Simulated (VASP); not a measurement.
A run of VASP 6.6.1 is set up as follows.

POSCAR

```
HfO2
1.0
    3.5409257385      0.0000000000      0.0000000000
    0.0000000000      3.5409257385      0.0000000000
    0.0000000000      0.0000000000      5.2282355289
Hf O
2 4
Direct
    0.5000000000      0.5000000000      0.5000000000
    0.0000000000      0.0000000000      0.0000000000
    0.0000000000      0.5000000000      0.6970974193
    0.5000000000      0.0000000000      0.8029025807
    0.5000000000      0.0000000000      0.3029025807
    0.0000000000      0.5000000000      0.1970974193
```

The input INCAR.step1:

```
PREC = Accurate
ENCUT = 520
ISMEAR = 0
SIGMA = 0.01
LREAL = False
LASPH = True
NELM = 80
NBANDS = 31
GGA = PE
ALGO = Normal
EDIFF = 1E-4
LWAVE = True
LCHARG = False
```

File INCAR.step2:

```
PREC = Accurate
ENCUT = 520
EDIFF = 1E-6
ISMEAR = 0
SIGMA = 0.01
LREAL = False
LASPH = True
NELM = 80
ALGO = Normal
ISIF = 2
LWAVE = False
LCHARG = True
METAGGA = R2SCAN
LMIXTAU = True
LELF = True
LVHAR = True
NBANDS = 31
ISTART = 1
```

The input KPOINTS:

```
Automatic mesh
0
Gamma
  8 8 6
```

Potentials or basis: VASP PAW PBE potentials, release 64 (Hf_pv, O).

Launch:

```sh
$ cat potpaw_PBE.64/Hf_pv/POTCAR potpaw_PBE.64/O/POTCAR > POTCAR
$ cp INCAR.step1 INCAR
$ mpirun -np 1 vasp_std > vasp.out
$ cp INCAR.step2 INCAR
$ mpirun -np 1 vasp_std > vasp.out
```

What does it give for the largest force?

0.068 eV/Å.

What does it give for the pressure?

0.5 GPa.

Stress tensor (GPa, compression positive):
```
 2.59  0.00  0.00
 0.00  2.59  0.00
 0.00  0.00 -3.64
```

Caveat: the cell differs from its parent crystal (epitaxial xy strain -1.0%); the stress differs along the axes, from -4 to 3 GPa; the PAW data sets were made with another functional, which shifts forces and pressure a little.
